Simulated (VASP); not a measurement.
Set up this calculation in VASP 6.6.1, as the native input.

```yaml
Task: single point
Functional: PBEsol
Potentials_or_basis: VASP PAW PBE potentials, release 64 (Co, O)
Cutoff: 520 eV
k_mesh: 18 × 18 × 18
Occupations: gaussian, width 0.15 eV
Spin: collinear spin, ferromagnetic start
Starting_moments: "[2.64, 0.33] μB"
Dipole_correction: no
Further_INCAR_settings: ALGO = Normal; EDIFF = 1e-06; NBANDS = 18
```

The structure of CoO lies in POSCAR:

```
CoO
1.0
    1.4452507627      0.8344159169      2.5375239824
   -1.4452507627      0.8344159169      2.5375239824
    0.0000000000     -1.6688318338      2.5375239824
Co O
1 1
Direct
    0.0000000000      0.0000000000      0.0000000000
    0.5000000000      0.5000000000      0.5000000000
```

This cell differs from its parent crystal: strain -0.040 along x and y, +0.040 along z.

One way to write it, as run:

INCAR

```
PREC = Accurate ; ENCUT = 520
EDIFF = 1E-6 ; ISMEAR = 0
SIGMA = 0.15 ; LREAL = False
LASPH = True ; NELM = 150
ALGO = Normal ; ISIF = 2
LWAVE = False ; LCHARG = True
ISPIN = 2 ; MAGMOM = 2.64 0.33
LORBIT = 11 ; LMAXMIX = 4
GGA = PS ; LELF = True
LVHAR = True ; NBANDS = 18
```

KPOINTS

```
Automatic mesh
0
Gamma
  18 18 18
```

Potentials or basis: VASP PAW PBE potentials, release 64 (Co, O).

Run with:

```console
$ cat potpaw_PBE.64/Co/POTCAR potpaw_PBE.64/O/POTCAR > POTCAR
$ mpirun -np 1 vasp_std > vasp.out
```

It gave:

* Pressure: -4.0 GPa
* Net moment: 2.76 μB per cell
* Site moments: Co +2.43; O +0.28 μB
* Valence electrons inside the program's atomic spheres: Co 7.90; O 4.97

Caveat: the cell differs from its parent crystal (strain -0.040 along x and y, +0.040 along z); the PAW data sets were made with another functional, which shifts forces and pressure a little; a cell with one magnetic atom can't hold antiferromagnetic order, which such compounds often take.

Wall time 15 min on 1 thread of AMD EPYC 7R13, with other jobs on the host, peak memory 0.36 GiB.
